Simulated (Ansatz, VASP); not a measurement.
One calculation of Re, two programs

```
Re
1.0
     2.77283    0.00000    0.00000
    -1.38642    2.40134    0.00000
     0.00000    0.00000    4.49199
Re
2
Direct
  0.25333 0.62667 0.19000
  0.74667 0.37333 0.81000
```

Change from the starting cell: shortest bond scaled by 0.76, PAW files.

Alike in both runs: task electric field gradients; functional r2SCAN; k mesh 12 × 12 × 7; occupations fermi-dirac, width 0.05 eV; no spin polarisation.

```csv
,VASP,Ansatz
version,VASP 6.6.1,Ansatz 0.2.0
potentials or method,"VASP PAW PBE potentials, release 64 (Re)","PAW with Ansatz's default frozen-core files, scalar-relativistic"
plane-wave cutoff (eV),520,500
valence electrons in the cell,14,30
```

Ansatz gave:

```
pressure (GPa)                                                : 60.4
traceless stress, the component that is largest in VASP (GPa) : 30.03
rms of the force components (eV/Å)                            : 7.404
size of Vzz on the site where it differs most (V/Å²)          : 214.7
```

Problem. Which values does VASP return?

Solution. Pressure (GPa): 55.4; traceless stress, the component that is largest in VASP (GPa): 21.83; rms of the force components (eV/Å): 6.427; size of Vzz on the site where it differs most (V/Å²): 148.5.

VASP's potentials were made for PBE, not for r2SCAN. Atom by atom the forces differ by 1.019 eV/Å (rms over components). Both programs put the cell under a high pressure, so it lies far from rest at this level. VASP's potentials hold 14 valence electrons a cell and Ansatz's 30, so a difference there can come from the potentials and not from the codes.

Spin-orbit coupling is off throughout.
